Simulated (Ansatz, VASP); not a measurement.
**One calculation of BaTiO3, two programs**

```
CELL_PARAMETERS angstrom
2.86488 1.65404 2.34823
-2.86488 1.65404 2.34823
0.00000 -3.30808 2.34823
ATOMIC_POSITIONS crystal
Ba 0.00000 0.00000 0.00000
Ti 0.51400 0.51400 0.51400
O 0.49160 0.49160 0.98150
O 0.49160 0.98150 0.49160
O 0.98150 0.49160 0.49160
```

Change from the starting cell: volume scaled by 1.04, PAW files.

Alike in both runs: task electric field gradients; functional PBE; k mesh 9 × 9 × 9; occupations fermi-dirac, width 0.05 eV; no spin polarisation.

|  | VASP | Ansatz |
| --- | --- | --- |
| version | VASP 6.6.1 | Ansatz 0.2.0 |
| potentials or method | VASP PAW PBE potentials, release 64 (Ba_sv, Ti_sv, O) | PAW with Ansatz's default frozen-core files, scalar-relativistic |
| plane-wave cutoff (eV) | 520 | 420 |
| valence electrons in the cell | 40 | 40 |

|  | VASP | Ansatz | Ansatz less VASP |
| --- | --- | --- | --- |
| gap on the k mesh at the Fermi level (eV) | 2.29 | 2.34 | +0.051 |
| pressure (GPa) | 0.1 | -1.5 | -1.56 |
| traceless stress, the component that is largest in VASP (GPa) | 0.04 | 0.08 | +0.043 |
| rms of the force components (eV/Å) | 0.089 | 0.114 | +0.0248 |
| size of Vzz on the site where it differs most (V/Å²) | 23.5 | 24.3 | +0.87 |

Atom by atom the forces differ by 0.026 eV/Å (rms over components). With one functional, cell and mesh, what is left measures potentials, basis and numerics.

Neither program's run includes spin-orbit coupling.
